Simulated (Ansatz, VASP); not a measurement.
**One calculation of Sb, two programs**

```
Sb
1.0
     2.14560    1.23876    3.65874
    -2.14560    1.23876    3.65874
     0.00000   -2.47753    3.65874
Sb
2
Cartesian
  0.0000 0.0000 2.5897
  0.0000 0.0000 8.3865
```

Alike in both runs: task single point; functional LDA; k mesh 9 × 9 × 9; occupations gaussian, width 0.1 eV; no spin polarisation.

```csv
,VASP,Ansatz
version,VASP 6.6.1,Ansatz 0.2.0
potentials or method,"VASP PAW LDA potentials, release 64 (Sb), cutoff 520 eV","plane waves (420 eV) with PAW, scalar-relativistic"
valence electrons in the cell,10,30
```

Ansatz gave:

* pressure (GPa): 0.0
* traceless stress, the component that is largest in VASP (GPa): -0.03

Question: Which values does VASP return?

Answer: Pressure (GPa): 0.3; traceless stress, the component that is largest in VASP (GPa): -0.08.

Ansatz warns that its potentials were made for another functional, while VASP's fit it. LDA's correlation is that of Perdew and Zunger in VASP and of Perdew and Wang (1992) in Ansatz. VASP's potentials hold 10 valence electrons a cell and Ansatz's 30, so a difference there can come from the potentials and not from the codes.

Spin-orbit coupling is off throughout.
